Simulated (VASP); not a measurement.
**NaI: elastic constants with LDA**

Crystal: NaI.

```
CELL_PARAMETERS angstrom
0.00000 3.13109 3.13109
3.13109 0.00000 3.13109
3.13109 3.13109 0.00000
ATOMIC_POSITIONS crystal
Na 0.00000 0.00000 0.00000
I 0.50000 0.50000 0.50000
```

* Program: VASP 6.6.1
* Task: elastic constants
* Functional: LDA
* Potentials or basis: VASP PAW LDA potentials, release 64 (Na_pv, I)
* Cutoff: 600 eV
* k mesh: 6 × 6 × 6
* Occupations: gaussian, width 0.01 eV
* Spin: no spin polarisation
* Dipole correction: no
* Ions in elastic constants: relaxed
* Further INCAR settings: ALGO = Normal; EDIFF = 1e-08; IBRION = 6; POTIM = 0.015; NSW = 1; ISIF = 3

```
Elastic constants C11, C12, C44                         : 45, 9, 8 GPa
Voigt bulk modulus                                      : 21 GPa
Highest phonon frequency at Γ, LO-TO splitting left out : 131 cm⁻¹
```

Phonon frequencies in cm⁻¹ (negative: imaginary):
| q point | frequencies |
| --- | --- |
| (0.000, 0.000, 0.000) | 0 0 0 131 131 131 |

Elastic tensor in Voigt notation (GPa, in the Cartesian axes of the cell as first typed):
```
45  9  9  0  0  0
 9 45  9  0  0  0
 9  9 45  0  0  0
 0  0  0  8  0  0
 0  0  0  0  8  0
 0  0  0  0  0  8
```

Clamped-ion elastic tensor (GPa):
```
45  9  9  0  0  0
 9 45  9  0  0  0
 9  9 45  0  0  0
 0  0  0  8  0  0
 0  0  0  0  8  0
 0  0  0  0  0  8
```

Wall time 11 min on 1 thread of AMD EPYC 7R43 64-Core Processor (Zen 3), with other jobs on the host, peak memory 0.19 GiB.
